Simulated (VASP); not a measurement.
# Zr3S2 (C2/m) in VASP: single point with PBE

Aim: the single point of Zr3S2 with PBE.

All numbers are computed with VASP 6.6.1; they aren't measurements. Logs are shortened: lines on timing, memory, paths and dates and some standing lists are left out, and cuts for length are marked.

## 1. The cell of the first run

The structure is monoclinic, space group C2/m (No. 12). Conventional cell: a = 9.658 Å, b = 3.294 Å, c = 6.745 Å, α = 90.00°, β = 117.72°, γ = 90.00°. Zr (site symmetry m) has 5 S at 2.69 to 2.74 Å and 6 Zr at 3.18 to 3.29 Å within 3.5 Å. Within 3.4 Å of Zr (site symmetry 2/m) lie 4 S at 2.60 Å and 8 Zr at 3.26 to 3.29 Å. Within 3.4 Å of S (site symmetry m) lie 7 Zr at 2.60 to 2.74 Å and 3 S at 2.91 to 3.29 Å.

## 2. Single point, PBE

Contents of INCAR:

```
SYSTEM = Zr3S2
  ALGO = Normal
  EDIFF = 1E-6
  ENCUT = 520
  GGA = PE
  ISIF = 2
  ISMEAR = 0
  LASPH = .True.
  LCHARG = .False.
  LREAL = .False.
  LWAVE = .False.
  NBANDS = 32
  NELM = 80
  PREC = Accurate
  SIGMA = 0.1
```

Contents of KPOINTS:

```
k-points
0
Gamma
  6 6 4
  0 0 0
```

Contents of POSCAR:

```
Zr3S2
1.0
    4.8291096012     -1.6468399296      0.0000000000
    4.8291096012      1.6468399296      0.0000000000
   -3.1371758171      0.0000000000      5.9709666598
Zr S
3 2
Direct
    0.3228105327      0.3228105327      0.8100275648
    0.6771894673      0.6771894673      0.1899724352
    0.5000000000      0.5000000000      0.5000000000
    0.0475096548      0.0475096548      0.8243320115
    0.9524903452      0.9524903452      0.1756679885
```

Potentials or basis: VASP PAW PBE potentials, release 64 (Zr_sv, S).

Command:

```console
> cat potpaw_PBE.64/Zr_sv/POTCAR potpaw_PBE.64/S/POTCAR > POTCAR
> mpirun -np 1 vasp_std > vasp.out
```

OUTCAR:

```text
SYSTEM = Zr3S2
   EDIFF = 1E-6
   ENCUT = 520
   GGA = PE
   ISIF = 2
   ISMEAR = 0
   LASPH = .True.
   LREAL = .False.
   NELM = 80
   PREC = Accurate

 ion  position               nearest neighbor table
   1  0.323  0.323  0.810-   4 2.69   4 2.69   4 2.71   5 2.74   5 2.74   2 3.18   3 3.26   3 3.28
                             3 3.28   2 3.82   2 3.82
   2  0.677  0.677  0.190-   5 2.69   5 2.69   5 2.71   4 2.74   4 2.74   1 3.18   3 3.26   3 3.28
                             3 3.28   1 3.82   1 3.82
   3  0.500  0.500  0.500-   4 2.60   4 2.60   5 2.60   5 2.60   1 3.26   2 3.26   2 3.28   1 3.28
                             2 3.28   1 3.28
   4  0.048  0.048  0.824-   3 2.60   3 2.60   1 2.69   1 2.69   1 2.71   2 2.74   2 2.74
   5  0.952  0.952  0.176-   3 2.60   3 2.60   2 2.69   2 2.69   2 2.71   1 2.74   1 2.74

  LATTYP: Found a base centered monoclinic cell.
 ALAT       =     9.6582192024
 B/A-ratio  =     0.3410235148
 C/A-ratio  =     0.6983634585
 COS(beta)  =    -0.4651149442

  Lattice vectors:

 A1 = (   4.8291096012,  -1.6468399296,   0.0000000000)
 A2 = (   4.8291096012,   1.6468399296,   0.0000000000)
 A3 = (  -3.1371758171,   0.0000000000,   5.9709666598)

Analysis of symmetry for initial positions (statically):
=====================================================================
 Subroutine PRICEL returns:
 Original cell was already a primitive cell.

 Routine SETGRP: Setting up the symmetry group for a
 base centered monoclinic supercell.

 Subroutine GETGRP returns: Found  4 space group operations
 (whereof  4 operations were pure point group operations)
 out of a pool of  4 trial point group operations.

The static configuration has the point symmetry C_2h.

Analysis of symmetry for dynamics (positions and initial velocities):
=====================================================================
 Subroutine PRICEL returns:
 Original cell was already a primitive cell.

 Routine SETGRP: Setting up the symmetry group for a
 base centered monoclinic supercell.

 Subroutine GETGRP returns: Found  4 space group operations
 (whereof  4 operations were pure point group operations)
 out of a pool of  4 trial point group operations.

The dynamic configuration has the point symmetry C_2h.

 Subroutine INISYM returns: Found  4 space group operations
 (whereof  4 operations are pure point group operations),
 and found     1 'primitive' translations

----------------------------------------------------------------------------------------

                                     Primitive cell

  volume of cell :      94.9715

  direct lattice vectors                    reciprocal lattice vectors
     4.829109601 -1.646839930  0.000000000     0.103538756 -0.303611779  0.054399781
     4.829109601  1.646839930  0.000000000     0.103538756  0.303611779  0.054399781
    -3.137175817  0.000000000  5.970966660     0.000000000  0.000000000  0.167477070

  length of vectors
     5.102193773  5.102193773  6.744947365     0.325360911  0.325360911  0.167477070

  position of ions in fractional coordinates (direct lattice)
     0.322810533  0.322810533  0.810027565
     0.677189467  0.677189467  0.189972435
     0.500000000  0.500000000  0.500000000
     0.047509655  0.047509655  0.824332011
     0.952490345  0.952490345  0.175667989

  ion indices of the primitive-cell ions
   primitive index   ion index
                 1           1
                 2           2
                 3           3
                 4           4
                 5           5

----------------------------------------------------------------------------------------

 KPOINTS: k-points

Automatic generation of k-mesh.
 Grid dimensions read from file:
 generate k-points for:    6    6    4

 Generating k-lattice:

  Cartesian coordinates                     Fractional coordinates (reciprocal lattice)
     0.017256459 -0.050601963  0.009066630     0.166666667  0.000000000 -0.000000000
     0.017256459  0.050601963  0.009066630     0.000000000  0.166666667 -0.000000000
     0.000000000  0.000000000  0.041869267     0.000000000  0.000000000  0.250000000

  Length of vectors
     0.054226818  0.054226818  0.041869267

  Shift w.r.t. Gamma in fractional coordinates (k-lattice)
     0.000000000  0.000000000  0.000000000

 Subroutine IBZKPT returns following result:
 ===========================================

 Found     47 irreducible k-points:

 Following reciprocal coordinates:
            Coordinates               Weight
  0.000000  0.000000  0.000000      1.000000
  0.166667  0.000000 -0.000000      4.000000
  0.333333  0.000000 -0.000000      4.000000
  0.500000  0.000000 -0.000000      2.000000
  0.166667  0.166667 -0.000000      2.000000
  0.333333  0.166667  0.000000      4.000000
[... 16 lines left out ...]
 -0.333333  0.166667  0.250000      4.000000
 -0.166667  0.166667  0.250000      4.000000
 [... further k-points ...]
   k-points           NKPTS =     47   k-points in BZ     NKDIM =     47   number of bands    NBANDS=     32
   number of dos      NEDOS =    301   number of ions     NIONS =      5
   total plane-waves  NPLWV =  80000
   dimension x,y,z NGX =    40 NGY =   40 NGZ =   50
   dimension x,y,z NGXF=    80 NGYF=   80 NGZF=  100
   ions per type =               3   2
   NGX,Y,Z   is equivalent  to a cutoff of  13.03, 13.03, 12.32 a.u.
   NGXF,Y,Z  is equivalent  to a cutoff of  26.07, 26.07, 24.65 a.u.
 SYSTEM =  Zr3S2
   PREC   = accura    normal or accurate (medium, high low for compatibility)
   ISTART =      0    job   : 0-new  1-cont  2-samecut
   ICHARG =      2    charge: 1-file 2-atom 10-const
   ISPIN  =      1    spin polarized calculation?
   LNONCOLLINEAR =      F non collinear calculations
   LSORBIT =      F    spin-orbit coupling
   LASPH  =      T    aspherical Exc in radial PAW
   ENCUT  =  520.0 eV  38.22 Ry    6.18 a.u.   9.49  9.49 12.54*2*pi/ulx,y,z
   NELM   =     80;   NELMIN=  2; NELMDL= -5     # of ELM steps
   EDIFF  = 0.1E-05   stopping-criterion for ELM
   LREAL  =      F    real-space projection
   EDIFFG = 0.1E-04   stopping-criterion for IOM
   NSW    =      0    number of steps for IOM
   IBRION =     -1    ionic relax: 0-MD 1-quasi-New 2-CG
   NFREE  =      0    steps in history (QN), initial steepest desc. (CG)
   ISIF   =      2    stress and relaxation
   ISYM   =      2    0-nonsym 1-usesym 2-fastsym
   POTIM  = 0.5000    time-step for ionic-motion
   TEBEG  =    0.0;   TEEND  =   0.0 temperature during run
   PSTRESS=    0.0 pullay stress
   NELECT =      48.0000    total number of electrons
   NUPDOWN=      -1.0000    fix difference up-down
   EMIN   =  10.00;   EMAX   =-10.00  energy-range for DOS
   EFERMI =   0.00;   METHOD = LEGACY
   ISMEAR =     0;   SIGMA  =   0.10  broadening in eV -4-tet -1-fermi 0-gaus
   EFERMI_NEDOS =   21; number of points for ismear=-14 and -15
   IALGO  =     38    algorithm
   IMIX   =      4    mixing-type and parameters
     AMIX     =   0.40;   BMIX     =  1.00
     AMIX_MAG =   1.60;   BMIX_MAG =  1.00
  volume/ion in A,a.u.               =      18.99       128.18
  Fermi-wavevector in a.u.,A,eV,Ry     =   1.304040  2.464278 23.136980  1.700520
  Thomas-Fermi vector in A             =   2.435002
   LORBIT       =      0    0 simple, 1 ext, 2 COOP (PROOUT), +10 PAW based schemes
   GGA     = PE    functional components
   LHFCALC =     F    Hartree Fock is set to
   AEXX    =    0.0000 exact exchange contribution
   IVDW    =     0    specifies the selected vdW correction
   LEPSILON=     F    determine dielectric tensor
   LRPA    =     F    only Hartree local field effects (RPA)
 non-spin polarized calculation
 Gauss-broadening in eV      SIGMA  =   0.10
  energy-cutoff  :      520.00
  volume of cell :       94.97
 maximum number of plane-waves:      2579
 NGX is ok and might be reduce to    40
   NGX = 19   NGY = 19   NGZ = 25

 number of electron      48.0000001 magnetization

 Free energy of the ion-electron system (eV)
  ---------------------------------------------------
  ext. energy  EPLUGINS =         0.00000000
  ---------------------------------------------------
  free energy    TOTEN  =       -39.11904423 eV

  energy without entropy =      -39.09888038  energy(sigma->0) =      -39.10896231

 E-fermi :   9.9597     XC(G=0): -11.2991

 val. band max:        9.9584868013   @ k =   0.5000   0.3333  -0.0000
 cond. band min:       9.9662384780   @ k =   0.5000   0.3333   0.5000
 fundamental gap:      0.0077516767
 Fermi energy:         9.9596609304

 k-point     1 :       0.0000    0.0000    0.0000
  band No.  band energies     occupation
      1     -39.3405      2.00000
      2     -39.2994      2.00000
      3     -39.0380      2.00000
      4     -17.5959      2.00000
      5     -17.5103      2.00000
      6     -17.4718      2.00000
[... 24 lines left out ...]
     31      12.3729      0.00000
     32      13.4157      0.00000

 k-point     2 :       0.1667    0.0000   -0.0000
  band No.  band energies     occupation
      1     -39.3294      2.00000
      2     -39.2921      2.00000
      3     -39.0299      2.00000
      4     -17.6078      2.00000
      5     -17.5200      2.00000
      6     -17.4366      2.00000
[... 24 lines left out ...]
     31      12.7011      0.00000
     32      12.8355      0.00000

 k-point     3 :       0.3333    0.0000   -0.0000
  band No.  band energies     occupation
      1     -39.3076      2.00000
      2     -39.2769      2.00000
      3     -39.0135      2.00000
      4     -17.5969      2.00000
      5     -17.5332      2.00000
      6     -17.4822      2.00000
[... 24 lines left out ...]
     31      12.6697      0.00000
     32      13.1540      0.00000

 k-point     4 :       0.5000    0.0000   -0.0000
  band No.  band energies     occupation
      1     -39.2969      2.00000
      2     -39.2690      2.00000
      3     -39.0053      2.00000
      4     -17.6619      2.00000
      5     -17.5571      2.00000
      6     -17.5369      2.00000
[... 24 lines left out ...]
     31      13.0068      0.00000
     32      13.0941      0.00000

 k-point     5 :       0.1667    0.1667   -0.0000
  band No.  band energies     occupation
      1     -39.3366      2.00000
      2     -39.3021      2.00000
      3     -39.0392      2.00000
      4     -17.6715      2.00000
      5     -17.5736      2.00000
      6     -17.4213      2.00000
[... 584 lines left out ...]
     31      12.7006      0.00000
     32      13.0897      0.00000

 k-point    22 :       0.5000    0.1667    0.2500
  band No.  band energies     occupation
      1     -39.3040      2.00000
      2     -39.2791      2.00000
      3     -39.0149      2.00000
      4     -17.6576      2.00000
      5     -17.5428      2.00000
      6     -17.4674      2.00000
[... 24 lines left out ...]
     31      12.7479      0.00000
     32      13.3832      0.00000

 k-point    23 :      -0.3333    0.1667    0.2500
  band No.  band energies     occupation
      1     -39.2966      2.00000
      2     -39.2693      2.00000
      3     -39.0054      2.00000
      4     -17.6873      2.00000
      5     -17.5876      2.00000
      6     -17.5515      2.00000
[... 24 lines left out ...]
     31      13.5884      0.00000
     32      14.1723      0.00000

 k-point    24 :      -0.1667    0.1667    0.2500
  band No.  band energies     occupation
      1     -39.3078      2.00000
      2     -39.2773      2.00000
      3     -39.0129      2.00000
      4     -17.5995      2.00000
      5     -17.5066      2.00000
      6     -17.4863      2.00000
[... 24 lines left out ...]
     31      12.9097      0.00000
     32      13.2145      0.00000

 [... further k-points ...]

------------------------ aborting loop because EDIFF is reached ----------------------------------------

  FORCE on cell =-STRESS in cart. coord.  units (eV):
  Direction    XX          YY          ZZ          XY          YZ          ZX
  --------------------------------------------------------------------------------------
  -------------------------------------------------------------------------------------
  Total        0.1139746     -0.1497031     -0.0617367      0.0000000      0.0000000      0.0970011
  in kB        1.9227613     -2.5255049     -1.0415041      0.0000000      0.0000000      1.6364168
  external PRESSURE =      -0.5480826 kB  Pullay stress =       0.0000000 kB

 VOLUME and BASIS-vectors are now :
 -----------------------------------------------------------------------------
  energy-cutoff  :      520.00
  volume of cell :       94.97
      direct lattice vectors                 reciprocal lattice vectors
     4.829109601 -1.646839930  0.000000000     0.103538756 -0.303611779  0.054399781
     4.829109601  1.646839930  0.000000000     0.103538756  0.303611779  0.054399781
    -3.137175817  0.000000000  5.970966660     0.000000000  0.000000000  0.167477070

 POSITION                                       TOTAL-FORCE (eV/Angst)
 -----------------------------------------------------------------------------------
      0.57658      0.00000      4.83665        -0.059575      0.000000     -0.002253
      5.94447      0.00000      1.13432         0.059575      0.000000      0.002253
      3.26052      0.00000      2.98548        -0.000000      0.000000      0.000000
     -2.12722      0.00000      4.92206         0.001270      0.000000      0.021422
      8.64826      0.00000      1.04891        -0.001270      0.000000     -0.021422
 -----------------------------------------------------------------------------------
    total drift:                                0.000000      0.000000     -0.000000

  FREE ENERGIE OF THE ION-ELECTRON SYSTEM (eV)
  ---------------------------------------------------
  free  energy   TOTEN  =       -39.1190442286 eV

  energy  without entropy=      -39.0988803819  energy(sigma->0) =      -39.10896231
```

Run time: 84 s. Hardware: 1 thread of Intel Xeon 6975P-C (Granite Rapids), shared host; peak memory 0.31 GiB.

What came out:

```yaml
Free_energy: -39.1190 eV
Pressure: -0.1 GPa
Largest_force: 0.060 eV/Å
Band_gap_on_the_k_mesh: zero (bands 24 and 25 overlap by 0.77 eV)
```

Forces in eV/Å, atoms in the order of the input:
```
Zr  -0.060  0.000 -0.002
Zr   0.060  0.000  0.002
Zr   0.000  0.000  0.000
S    0.001  0.000  0.021
S   -0.001  0.000 -0.021
```

Stress tensor (GPa, compression positive):
```
 0.19  0.00  0.16
 0.00 -0.25  0.00
 0.16  0.00 -0.10
```

Levels at points of the mesh, in eV from the Fermi level:
```csv
k point,band 22,band 23,band 24,band 25,band 26,band 27
"(0.00, 0.00, 0.00)",-2.15,-1.12,-1.02,-0.31,1.12,1.64
"(0.50, 0.00, 0.00)",-1.34,-0.45,-0.42,1.00,1.58,1.74
"(0.50, 0.50, 0.00)",-0.94,-0.56,-0.43,-0.41,0.98,1.14
"(0.00, 0.00, 0.50)",-1.75,-1.57,-0.56,-0.47,0.78,2.01
"(0.50, 0.00, 0.50)",-0.74,-0.58,-0.27,-0.02,0.80,1.68
"(0.50, 0.50, 0.50)",-1.61,-1.00,-0.66,0.19,0.41,1.19
```
